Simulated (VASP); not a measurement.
Set up this calculation in VASP 6.6.1, as the native input.

```yaml
Task: single point
Functional: PBE
Potentials_or_basis: VASP PAW PBE potentials, release 64 (Hf_pv)
Cutoff: 520 eV
k_mesh: 20 × 20 × 20
Occupations: gaussian, width 0.05 eV
Spin: no spin polarisation
Dipole_correction: no
Further_INCAR_settings: ALGO = Fast; EDIFF = 1e-06; NBANDS = 11
```

The structure of Hf lies in POSCAR:

```
Hf
1.0
   -1.6184039459      1.6184039459      1.6184039459
    1.6184039459     -1.6184039459      1.6184039459
    1.6184039459      1.6184039459     -1.6184039459
Hf
1
Direct
    0.0000000000      0.0000000000      0.0000000000
```

This cell differs from its parent crystal: volume scaled by 0.760.

The input as run:

INCAR

```
PREC = Accurate ; ENCUT = 520
EDIFF = 1E-6 ; ISMEAR = 0
SIGMA = 0.05 ; LREAL = False
LASPH = True ; NELM = 60
ALGO = Fast ; ISIF = 2
LWAVE = False ; LCHARG = False
GGA = PE ; NBANDS = 11
```

KPOINTS

```
regular mesh
0
Gamma
  20 20 20
```

Potentials or basis: VASP PAW PBE potentials, release 64 (Hf_pv).

The run is started by

```bash
$ cat potpaw_PBE.64/Hf_pv/POTCAR > POTCAR
$ mpirun -np 1 vasp_std > vasp.out
```

Results of the run:

```
Pressure               : 42.5 GPa
Band gap on the k mesh : zero (band 5 reaches 8.30 eV, above the bottom of band 6 at 5.76 eV)
```

Caveat: spin-orbit coupling is left out, which moves the levels of the heavy elements.

It took 22 s on 1 thread of AMD EPYC 9R45 96-Core Processor (Zen 5) (shared host), peak memory 0.14 GiB.
